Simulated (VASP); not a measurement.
Write the native input for VASP 6.6.1 that does the following.

* Task: single point
* Functional: PBE
* Potentials or basis: VASP PAW PBE potentials, release 64 (Hf_pv)
* Cutoff: 520 eV
* k mesh: 12 × 12 × 12
* Occupations: fermi-dirac, width 0.1 eV
* Spin: no spin polarisation
* Dipole correction: no
* Further INCAR settings: ALGO = Normal; EDIFF = 1e-06; NBANDS = 17

The structure of Hf lies in POSCAR:

```
Hf
1.0
    0.0000000000      2.6816317611      2.6816317611
    2.6816317611      0.0000000000      2.6816317611
    2.6816317611      2.6816317611      0.0000000000
Hf
2
Direct
   -0.1250000000     -0.1250000000     -0.1250000000
    0.1250000000      0.1250000000      0.1250000000
```

This cell differs from its parent crystal: volume scaled by 0.55.

One way to write it, as run:

INCAR

```
SYSTEM = Hf
ALGO     = Normal         ! electronic algorithm
EDIFF    = 1E-6           ! SCF threshold, eV
ENCUT    = 520            ! plane-wave cutoff, eV
GGA      = PE             ! functional
ISIF     = 2              ! what is computed and relaxed
ISMEAR   = -1             ! smearing method
LASPH    = .True.         ! aspherical terms in the spheres
LCHARG   = .False.        ! write CHGCAR
LREAL    = .False.        ! projectors in reciprocal space
LWAVE    = .False.        ! write WAVECAR
NBANDS   = 17             ! bands
NELM     = 80             ! most SCF steps
PREC     = Accurate       ! precision mode
SIGMA    = 0.1            ! smearing width, eV
```

KPOINTS

```
k-points
0
Gamma
  12 12 12
  0 0 0
```

Potentials or basis: VASP PAW PBE potentials, release 64 (Hf_pv).

Launch:

```bash
$ cat potpaw_PBE.64/Hf_pv/POTCAR > POTCAR
$ mpirun -np 1 vasp_std > vasp.out
```

Results of the run:

| Item | Value |
| --- | --- |
| Pressure | 54.1 GPa |
| Band gap on the k mesh | zero (band 10 reaches 5.72 eV, above the bottom of band 11 at 5.01 eV) |

Caveat: spin-orbit coupling is left out, which moves the levels of the heavy elements.

Run time: 60 s on 1 thread of AMD EPYC 7R13, on a shared host, peak memory 0.15 GiB.
